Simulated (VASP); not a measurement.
Runs of VASP 6.6.1 on NaF. Symmetry: Pm-3m, No. 221, cubic system. The conventional cell has a = 2.793 Å, b = 2.793 Å, c = 2.793 Å, α = 90.00°, β = 90.00°, γ = 90.00°. Na (site symmetry m-3m) has 8 F at 2.42 Å and 6 Na at 2.79 Å within 3.2 Å. Within 3.2 Å of F (site symmetry m-3m) lie 8 Na at 2.42 Å and 6 F at 2.79 Å. 

| level | potentials or basis | k mesh | grid for exact exchange (PRECFOCK) | screening parameter | gap on the mesh (eV) | pressure (GPa) |
| --- | --- | --- | --- | --- | --- | --- |
| PBE | VASP PAW PBE potentials, release 64 (Na_pv, F) | 4 × 4 × 4 | - | - | 6.11 | 4.2 |
| r2SCAN | VASP PAW PBE potentials, release 64 (Na_pv, F) | 4 × 4 × 4 | - | - | (a) | -0.9 |
| LDA | VASP PAW LDA potentials, release 64 (Na_pv, F) | 4 × 4 × 4 | - | - | 5.77 | (b) |
| HSE06 | VASP PAW PBE potentials, release 64 (Na_pv, F) | 4 × 4 × 4 | Normal | 0.2079 1/Å | 8.30 | 1.9 |
| PBE | VASP PAW PBE potentials, release 64 (Na_pv, F) | 6 × 6 × 6 | - | - | 6.11 | 4.2 |

Alike in all rows: task single point; no spin polarisation; cell as given; cutoff (eV) 520; smearing gaussian 0.01 eV.

**Question.** Fill in the values left out.

**Answer.** (a) 7.11; (b) -3.6.

Caveats: some runs use coarse meshes; the PAW data sets were made with another functional, which shifts forces and pressure a little (some runs).

A k mesh can miss the band edges.
